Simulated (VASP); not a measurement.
Write the native input for VASP 6.6.1 that does the following.

* Task: single point
* Functional: PBE
* Potentials or basis: VASP PAW PBE potentials, release 64 (Li_sv, H)
* Cutoff: 750 eV
* k mesh: 10 × 10 × 10
* Occupations: gaussian, width 0.05 eV
* Spin: no spin polarisation
* Dipole correction: no
* Further INCAR settings: ALGO = Normal; EDIFF = 1e-06; NBANDS = 9

The structure of LiH lies in POSCAR:

```
LiH
1.0
    0.0000000000      2.0528250000      2.0325000000
    2.0325000000      0.0000000000      2.0325000000
    2.0325000000      2.0528250000      0.0000000000
Li H
1 1
Direct
    0.0000000000      0.0000000000      0.0000000000
    0.5000000000      0.5000000000      0.5000000000
```

This cell differs from its parent crystal: strain +0.0100 x Voigt [0, 1, 0, 0, 0, 0].

The input as run:

INCAR

```
PREC = Accurate
ENCUT = 750
EDIFF = 1E-6
ISMEAR = 0
SIGMA = 0.05
LREAL = False
LASPH = True
NELM = 120
ALGO = Normal
ISIF = 2
LWAVE = False
LCHARG = False
GGA = PE
NBANDS = 9
GGA_COMPAT = False
```

KPOINTS

```
Automatic mesh
0
Gamma
  10 10 10
```

Potentials or basis: VASP PAW PBE potentials, release 64 (Li_sv, H).

Command:

```sh
$ cat potpaw_PBE.64/Li_sv/POTCAR potpaw_PBE.64/H/POTCAR > POTCAR
$ mpirun -np 1 vasp_std > vasp.out
```

Results of the run:

The pressure is -1.9 GPa and the band gap on the k mesh is 2.91 eV, indirect (least direct gap 2.98 eV).

Caveat: the cell differs from its parent crystal (strain +0.0100 x Voigt [0, 1, 0, 0, 0, 0]).

Wall time 39 s on 1 thread of AMD EPYC 7R13, on a shared host, peak memory 0.13 GiB.
